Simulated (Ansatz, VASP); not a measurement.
# Two plane-wave programs on HfN

```
Hf N
1.0
     0.00000    2.27372    2.27372
     2.27372    0.00000    2.27372
     2.27372    2.27372    0.00000
Hf N
1 1
Direct
  0.00000 0.00000 0.00000
  0.50000 0.50000 0.50000
```

Alike in both runs: functional PBE; k mesh 16 × 16 × 16; occupations gaussian, width 0.1 eV; no spin polarisation.

Ansatz relaxed the structure, and its values are those at the end. VASP's run is a single point on that final structure, the one shown.

|  | VASP | Ansatz |
| --- | --- | --- |
| version | VASP 6.6.1 | Ansatz 0.2.0 |
| potentials or method | VASP PAW PBE potentials, release 64 (Hf_pv, N), cutoff 600 eV | scalar-relativistic, plane waves, PAW |
| valence electrons in the cell | 15 | 31 |

VASP gave:

| Property | Result |
| --- | --- |
| gap on the k mesh at the Fermi level (eV) | none |
| pressure (GPa) | -2.4 |

**Question.** What did Ansatz give for the same quantities?

**Answer.** gap on the k mesh at the Fermi level (eV): none; pressure (GPa): 0.0.

A gap of «none» marks a metal or a gap that the smearing closes. With one functional, cell and mesh, what is left measures potentials, basis and numerics. VASP's potentials hold 15 valence electrons a cell and Ansatz's 31, so a difference there can come from the potentials and not from the codes.

Neither program's run includes spin-orbit coupling.
